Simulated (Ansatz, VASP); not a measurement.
Sn in VASP and in Ansatz

```
Sn
1.0
    -1.89103    1.89103    1.89103
     1.89103   -1.89103    1.89103
     1.89103    1.89103   -1.89103
Sn
1
Direct
  0.00000 0.00000 0.00000
```

Alike in both runs: functional r2SCAN; k mesh 16 × 16 × 16; occupations gaussian, width 0.1 eV; no spin polarisation.

Ansatz relaxed the structure, and its values are those at the end. VASP's run is a single point on that final structure, the one shown.

```csv
,VASP,Ansatz
version,VASP 6.6.1,Ansatz 0.2.0
potentials or method,"VASP PAW PBE potentials, release 64 (Sn_d), cutoff 520 eV","scalar-relativistic, plane waves, PAW"
valence electrons in the cell,14,14
```

|  | VASP | Ansatz | Ansatz less VASP |
| --- | --- | --- | --- |
| gap on the k mesh at the Fermi level (eV) | none | none | - |
| pressure (GPa) | 0.0 | 0.0 | -0.01 |

VASP's potentials were made for PBE, not for r2SCAN. A gap of «none» marks a metal or a gap that the smearing closes. The functional is the same, so the differences come from potentials, cutoffs and numerics.
